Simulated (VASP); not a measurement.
Here is a VASP 6.6.1 calculation.

INCAR

```
SYSTEM = BeTe
PREC = Accurate
ENCUT = 520
EDIFF = 1E-7
ISMEAR = 0
SIGMA = 0.01
LREAL = .FALSE.
LASPH = .TRUE.
NELM = 80
ALGO = Normal
ISIF = 2
LWAVE = .FALSE.
LCHARG = .TRUE.
GGA = PE
LELF = .TRUE.
LVHAR = .TRUE.
NBANDS = 16
```

KPOINTS

```
Automatic mesh
0
G
  6 6 4
  0 0 0
```

POSCAR

```
BeTe
1.0
    3.9923109373      0.0000000000      0.0000000000
   -1.9961554687      3.4574426915      0.0000000000
    0.0000000000      0.0000000000      8.6688879866
Be Te
2 2
Direct
    0.3333333333      0.6666666667      0.2500000000
    0.6666666667      0.3333333333      0.7500000000
    0.6666666667      0.3333333333      0.2500000000
    0.3333333333      0.6666666667      0.7500000000
```

Potentials or basis: VASP PAW PBE potentials, release 64 (Be, Te).

The run is started by

```console
$ cat potpaw_PBE.64/Be/POTCAR potpaw_PBE.64/Te/POTCAR > POTCAR
$ mpirun -np 1 vasp_std > vasp.out
```

(1) What does it give for the pressure?

(2) Estimate the band gap on the k mesh.

Answers

(1) 1.4 GPa.

(2) 2.72 eV, indirect (least direct gap 2.83 eV).

Caveat: spin-orbit coupling is left out, which moves the levels of the heavy elements.
